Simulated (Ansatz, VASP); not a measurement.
BaTiO3: VASP beside Ansatz

POSCAR

```
BaTiO3
1.0
    4.1139194160      0.0000000000      0.0000000000
    0.0000000000      4.1139194160      0.0000000000
    0.0000000000      0.0000000000      3.9158428708
Ba Ti O
1 1 3
Direct
    0.0000000000      0.0000000000      0.0000000000
    0.5000000000      0.5000000000      0.5000000000
    0.5000000000      0.5000000000      0.0000000000
    0.5000000000      0.0000000000      0.5000000000
    0.0000000000      0.5000000000      0.5000000000
```

File INCAR.step1:

```
SYSTEM = BaTiO3
PREC = Accurate
ENCUT = 520
ISMEAR = 0
SIGMA = 0.01
LREAL = .False.
LASPH = .True.
NELM = 150
MAGMOM = 0 0 0 0 0 0 0 0 0 0 0 0 0 0 0
LSORBIT = .True.
GGA_COMPAT = .False.
LMAXMIX = 4
NBANDS = 55
GGA = PE
ALGO = Normal
EDIFF = 1E-4
LWAVE = .True.
LCHARG = .False.
```

File INCAR.step2:

```
SYSTEM = BaTiO3
PREC = Accurate
ENCUT = 520
EDIFF = 1E-6
ISMEAR = 0
SIGMA = 0.01
LREAL = .False.
LASPH = .True.
NELM = 150
ALGO = Normal
ISIF = 2
LWAVE = .False.
LCHARG = .False.
MAGMOM = 0 0 0 0 0 0 0 0 0 0 0 0 0 0 0
LORBIT = 11
LSORBIT = .True.
GGA_COMPAT = .False.
LORBMOM = .True.
LMAXMIX = 4
METAGGA = R2SCAN
LMIXTAU = .True.
NBANDS = 55
ISTART = 1
```

The input KPOINTS:

```
regular mesh
0
Gamma
  6 6 6
  0 0 0
```

Input for Ansatz:

```yaml
crystal:
  lattice:
    - [4.113919416, 0.0, 0.0]
    - [0.0, 4.113919416, 0.0]
    - [0.0, 0.0, 3.9158428708]
  atoms:
    - { symbol: Ba, position: [0.0, 0.0, 0.0] }
    - { symbol: Ti, position: [0.5, 0.5, 0.5] }
    - { symbol: O, position: [0.5, 0.5, 0.0] }
    - { symbol: O, position: [0.5, 0.0, 0.5] }
    - { symbol: O, position: [0.0, 0.5, 0.5] }
kpoints:
  mp_grid: { grid: [6, 6, 6] }
  band_path:
    path: [[0.0, 0.0, 0.0], [0.0, 0.5, 0.0], [0.5, 0.5, 0.0], [0.5, 0.5, 0.5]]
    npoints: 1
hamiltonian:
  xc: r2scan
scf:
  occupations: { method: fixed }
  n_extra_bands: 10
magnetization:
  noncollinear: true
  spin_orbit: true
output:
  forces: true
  stress: true
  eigenvalues: true
  write_density: true
  write_potential: true
  elf: true
  volumetric_format: npy
```

Change from the starting cell: epitaxial_xy strain +3.0%.

Alike in both runs: task single point; functional r2SCAN; k mesh 6 × 6 × 6; non-collinear spin, spin-orbit coupling.

```csv
,VASP,Ansatz
version,VASP 6.6.1,Ansatz 0.2.0
potentials or method,"VASP PAW PBE potentials, release 64 (Ba_sv, Ti_sv, O)","plane waves, PAW"
plane-wave cutoff (eV),520,500
occupations,"gaussian, width 0.01 eV",fixed
valence electrons in the cell,40,40
```

```csv
,VASP,Ansatz,Ansatz less VASP
pressure (GPa),-4.2,-6.0,-1.73
"traceless stress, the component that is largest in VASP (GPa)",6.15,5.94,-0.210
```

VASP's potentials were made for PBE, not for r2SCAN.
